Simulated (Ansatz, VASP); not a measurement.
Ca3Pt in VASP and in Ansatz

```
Ca Pt
1.0
     1.55325    0.89677   10.16968
    -1.55325    0.89677   10.16968
     0.00000   -1.79354   10.16968
Ca Pt
3 1
Direct
  0.25194 0.25194 0.25194
  0.50000 0.50000 0.50000
  0.74806 0.74806 0.74806
  0.00000 0.00000 0.00000
```

Change from the starting cell: species swapped into the MoPd3 type (R-3m, No. 166).

Alike in both runs: task single point; functional PBE; k mesh 6 × 6 × 6; occupations gaussian, width 0.1 eV; no spin polarisation.

|  | VASP | Ansatz |
| --- | --- | --- |
| version | VASP 6.6.1 | Ansatz 0.2.0 |
| potentials or method | VASP PAW PBE potentials, release 64 (Ca_sv, Pt), cutoff 520 eV | scalar-relativistic, plane waves, PAW |
| valence electrons in the cell | 40 | 48 |

```csv
,VASP,Ansatz,Ansatz less VASP
gap on the k mesh at the Fermi level (eV),none,none,-
pressure (GPa),16.4,16.3,-0.08
"traceless stress, the component that is largest in VASP (GPa)",-2.98,-2.99,-0.016
rms of the force components (eV/Å),0.847,0.847,+0.0004
```

Atom by atom the forces differ by 0.000 eV/Å (rms over components). A gap of «none» marks a metal or a gap that the smearing closes. With one functional, cell and mesh, what is left measures potentials, basis and numerics. VASP's potentials hold 40 valence electrons a cell and Ansatz's 48, so a difference there can come from the potentials and not from the codes.

The k mesh is coarse, so the values compare programs but aren't converged. Neither program's run includes spin-orbit coupling.
